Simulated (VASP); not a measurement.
Here is a VASP 6.6.1 calculation.

Contents of INCAR:

```
SYSTEM = CuSi16
PREC     = Accurate       ! precision mode
ENCUT    = 520            ! plane-wave cutoff, eV
EDIFF    = 1E-6           ! SCF threshold, eV
ISMEAR   = -1             ! smearing method
SIGMA    = 0.02           ! smearing width, eV
LREAL    = Auto         
LASPH    = .TRUE.         ! aspherical terms in the spheres
NELM     = 150            ! most SCF steps
ALGO     = Normal         ! electronic algorithm
ISIF     = 2              ! what is computed and relaxed
LWAVE    = .FALSE.        ! write WAVECAR
LCHARG   = .FALSE.        ! write CHGCAR
ISPIN    = 2              ! spin polarisation
MAGMOM   = 0 0 0 0 0 0 0 0 0 0 0 0 0 0 0 0 1 ! initial moments
LORBIT   = 11             ! projections on sites
LMAXMIX  = 4              ! l up to which the mixer works
NBANDS   = 56             ! bands
```

Contents of KPOINTS:

```
Automatic mesh
0
G
  2 2 2
  0 0 0
```

The input POSCAR:

```
CuSi16
1.0
    0.0000000000      5.4300000000      5.4300000000
    5.4300000000      0.0000000000      5.4300000000
    5.4300000000      5.4300000000      0.0000000000
Si Cu
16 1
Direct
   -0.1595488029      0.2333241252      0.1056998158
    0.1879926335     -0.0474217311      0.2363720074
   -0.0860497238     -0.1077624309      0.5320718232
   -0.1694198895      0.2142081031      0.7605985267
   -0.0279834254      0.5300460405      0.0273572744
   -0.1157734807      0.8668600368      0.0398434622
    0.0374217311      0.5240331492      0.6631307551
    0.2152578269      0.8661049724      0.5842633517
    0.3358195212      0.2728176796     -0.1384898711
    0.4435727440      0.3592265193      0.1037569061
    0.2145672192      0.2067034991      0.5299079190
    0.5633149171      0.2560220994      0.4827808471
    0.6367127072      0.6469521179     -0.2731031308
    0.6205064457      0.8241160221     -0.0256629834
    0.5150644567      0.6081031308      0.3719521179
    0.9055616943      0.5809208103      0.3585451197
    0.3528084715      0.7258471455      0.0365653775
```

Potentials or basis: VASP PAW LDA potentials, release 64 (Si, Cu).

Command:

```sh
$ cat potpaw_LDA.64/Si/POTCAR potpaw_LDA.64/Cu/POTCAR > POTCAR
$ mpirun -np 1 vasp_std > vasp.out
```

Task: Estimate the largest force.

Result: 2.234 eV/Å.

Task: What does it give for the net moment?

Result: 0.00 μB per cell.

Task: Predict the pressure.

Result: -7.5 GPa.

Forces in eV/Å, atoms in the order of the input:
```
Si   0.236 -0.282  0.123
Si  -1.025 -0.948  1.677
Si   1.797 -0.499 -1.231
Si   0.687  0.127  0.203
Si  -1.222 -0.134 -0.930
Si   0.467 -0.629  0.869
Si  -0.312  0.579 -0.699
Si  -0.455  0.308 -0.265
Si   0.746  0.785 -0.189
Si  -0.499 -0.073  0.046
Si   0.154 -0.459  0.931
Si  -0.600  0.355 -1.316
Si  -0.220  0.420 -0.096
Si  -0.138  0.654  0.735
Si   0.747 -0.366  1.218
Si   0.025  0.210 -0.595
Cu  -0.387 -0.050 -0.482
```

Caveat: the k points lie up to 0.50 Å⁻¹ apart; the atoms stand as in a frame of molecular dynamics.
